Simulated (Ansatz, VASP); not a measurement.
**One calculation of TaGe3W2, two programs**

The input INCAR:

```
SYSTEM = TaGe3W2
ALGO     = Normal         ! electronic algorithm
EDIFF    = 1E-6           ! SCF threshold, eV
ENCUT    = 520            ! plane-wave cutoff, eV
GGA      = PE             ! functional
ISIF     = 2              ! what is computed and relaxed
ISMEAR   = 0              ! smearing method
LASPH    = .TRUE.         ! aspherical terms in the spheres
LCHARG   = .TRUE.         ! write CHGCAR
LELF     = .TRUE.         ! ELF
LREAL    = .FALSE.        ! projectors in reciprocal space
LVHAR    = .TRUE.       
LWAVE    = .FALSE.        ! write WAVECAR
NBANDS   = 50             ! bands
NELM     = 80             ! most SCF steps
PREC     = Accurate       ! precision mode
SIGMA    = 0.1            ! smearing width, eV
```

The input KPOINTS:

```
k-points
0
G
  3 3 4
  0 0 0
```

POSCAR

```
TaGe3W2
1.0
    5.9388386100      0.0000000000      0.0000000000
   -2.9694193100      5.1431851100      0.0000000000
    0.0000000000      0.0000000000      3.8962784000
Ta Ge W
1 3 2
Direct
    0.0000000000      0.0000000000      0.5000000000
    0.5000000000      0.0000000000      0.5000000000
    0.0000000000      0.5000000000      0.5000000000
    0.5000000000      0.5000000000      0.5000000000
    0.3333333300      0.6666666700      0.6925859300
    0.6666666700      0.3333333300      0.3074140700
```

Input for Ansatz:

```yaml
crystal:
  lattice:
    - [5.93883861, 0.0, 0.0]
    - [-2.96941931, 5.14318511, 0.0]
    - [0.0, 0.0, 3.8962784]
  atoms:
    - { symbol: Ta, position: [0.0, 0.0, 0.5] }
    - { symbol: Ge, position: [0.5, 0.0, 0.5] }
    - { symbol: Ge, position: [0.0, 0.5, 0.5] }
    - { symbol: Ge, position: [0.5, 0.5, 0.5] }
    - { symbol: W, position: [0.33333333, 0.66666667, 0.69258593] }
    - { symbol: W, position: [0.66666667, 0.33333333, 0.30741407] }
basis:
  ecutwfc: 420
kpoints:
  mp_grid: { grid: [3, 3, 4] }
hamiltonian:
  xc: pbe
scf:
  occupations: { method: gaussian, width: 0.1 }
  lower_state_search: "off"
output:
  forces: true
  stress: true
  eigenvalues: true
```

Alike in both runs: task single point; functional PBE; k mesh 3 × 3 × 4; occupations gaussian, width 0.1 eV; no spin polarisation.

|  | VASP | Ansatz |
| --- | --- | --- |
| version | VASP 6.6.1 | Ansatz 0.2.0 |
| potentials or method | VASP PAW PBE potentials, release 64 (Ta_pv, Ge_d, W_sv), cutoff 520 eV | scalar-relativistic, plane waves, PAW |
| valence electrons in the cell | 81 | 83 |

|  | VASP | Ansatz | Ansatz less VASP |
| --- | --- | --- | --- |
| gap on the k mesh at the Fermi level (eV) | none | none | - |
| rms of the force components (eV/Å) | 10.320 | 9.917 | -0.4025 |

Atom by atom the forces differ by 0.402 eV/Å (rms over components). A gap of «none» marks a metal or a gap that the smearing closes. With one functional, cell and mesh, what is left measures potentials, basis and numerics. VASP's potentials hold 81 valence electrons a cell and Ansatz's 83, so a difference there can come from the potentials and not from the codes.

The k mesh is coarse, so the values compare programs but aren't converged. Spin-orbit coupling is off throughout.
